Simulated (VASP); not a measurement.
Ca: single point with r2SCAN

Ca:

```xyz
1
Lattice="0.0000 2.7835 2.7835 2.7835 0.0000 2.7835 2.7835 2.7835 0.0000" Properties=species:S:1:pos:R:3 pbc="T T T"
Ca    0.0000    0.0000    0.0000
```

```json
{"Program": "VASP 6.6.1", "Task": "single point", "Functional": "r2SCAN", "Potentials or basis": "VASP PAW PBE potentials, release 64 (Ca_sv)", "Cutoff": "520 eV", "k mesh": "2 × 2 × 2", "Occupations": "fermi-dirac, width 0.1 eV", "Spin": "no spin polarisation"}
```

| Item | Value |
| --- | --- |
| Pressure | -1.2 GPa |

Levels at points of the mesh, in eV from the Fermi level:
| k point | band 3 | band 4 | band 5 | band 6 | band 7 | band 8 |
| --- | --- | --- | --- | --- | --- | --- |
| (0.00, 0.00, 0.00) | -23.21 | -23.21 | -3.90 | 3.19 | 3.19 | 3.19 |
| (0.50, 0.00, 0.00) | -23.23 | -23.23 | -0.52 | 0.05 | 3.07 | 3.07 |
| (0.50, 0.50, 0.00) | -23.26 | -23.26 | 0.00 | 1.22 | 1.31 | 5.07 |

Wall time 16 s on 1 thread of Intel(R) Xeon(R) Platinum 8559C (Emerald Rapids), on a shared host, peak memory 0.16 GiB.

Caveat: the k points lie up to 0.98 Å⁻¹ apart, too coarse for converged energies, forces and pressures; the PAW data sets were made with another functional, which shifts forces and pressure a little.
